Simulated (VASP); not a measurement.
Crystal: Sb2Se3.

```
Sb Se
1.0
     4.56231    0.00000    0.00000
    -2.28116    3.95108    0.00000
     0.00000    0.00000    7.17457
Sb Se
2 3
Direct
  0.66667 0.33333 0.75159
  0.33333 0.66667 0.24841
  0.66667 0.33333 0.35459
  0.33333 0.66667 0.64541
  0.00000 0.00000 0.00000
```

The cell was generated, and may not be a known phase.

- Program: VASP 6.6.1
- Task: relaxation of cell and atoms
- Functional: PBE
- Potentials or basis: VASP PAW PBE potentials, release 64 (Sb, Se)
- Cutoff: 500 eV
- k mesh: 3 × 3 × 2
- Occupations: gaussian, width 0.15 eV
- Spin: no spin polarisation

At the start: pressure 5.6 GPa; volume 25.87 Å³/atom.

Problem. How do energy, volume and symmetry change on relaxing?

Solution. Over 32 steps the energy falls by 280.9 meV/atom and the volume is 29.65 Å³/atom (+14.6 %); space group P-3m1 (No. 164, to 0.1 Å) before and after.

Step by step:
```csv
step,energy change (eV),largest force (eV/Å),pressure (GPa),volume (Å³)
1,0.0000,1.0793,5.63,129.33
2,-0.1860,0.1621,-2.63,147.08
3,-0.2342,0.4199,-0.45,141.13
4,-0.2593,0.3736,-0.37,140.39
5,-0.3222,0.2572,-0.14,138.18
6,-0.3991,0.6296,0.62,133.76
7,-0.4087,0.6442,0.64,133.62
8,-0.4387,0.6841,0.68,133.19
9,-0.5084,0.7773,0.82,132.29
10,-0.5802,1.0778,1.49,130.40
11,-0.6542,1.0875,1.36,130.83
12,-0.7920,1.2024,1.20,131.88
13,-0.6546,2.3438,1.32,132.92
14,-0.7993,1.5395,1.22,132.33
15,-0.9566,1.3053,0.61,134.01
16,-1.2736,0.5360,-0.60,138.96
17,-1.1190,1.4401,-0.49,148.43
18,-1.3315,0.3714,-0.72,142.46
19,-1.3333,0.2760,-0.70,141.96
20,-1.3479,0.3180,0.03,140.56
21,-1.3512,0.3490,0.56,139.58
22,-1.3642,0.1856,0.29,140.28
23,-1.3680,0.1936,0.06,140.89
24,-1.3723,0.1818,0.02,141.29
25,-1.3822,0.1491,-0.09,142.52
26,-1.3895,0.1145,-0.26,144.98
27,-1.3935,0.0622,0.09,144.76
28,-1.3947,0.0427,0.41,144.56
29,-1.3991,0.0343,0.29,145.54
30,-1.4035,0.1153,0.01,148.10
31,-1.4036,0.1065,0.03,147.88
32,-1.4045,0.0492,-0.09,148.27
```

Final structure:
```xyz
5
Lattice="4.1061 0.0000 0.0000 -2.0531 3.5560 0.0000 0.0000 0.0000 10.1545" Properties=species:S:1:pos:R:3 pbc="T T T"
Sb    2.0531    1.1853    8.2638
Sb    0.0000    2.3707    1.8906
Se    2.0531    1.1853    3.3810
Se    0.0000    2.3707    6.7734
Se    0.0000    0.0000    0.0000
```

Caveat: the k points lie up to 0.59 Å⁻¹ apart in the final cell; a cell axis changed by over 15 % at a fixed basis, so the end point is rough; this functional lacks dispersion, which binds layers or chains, so the pressure and a relaxed spacing across them are unreliable; the relaxation stopped at a loose force limit of 0.08 eV/Å, so its end isn't a converged minimum.
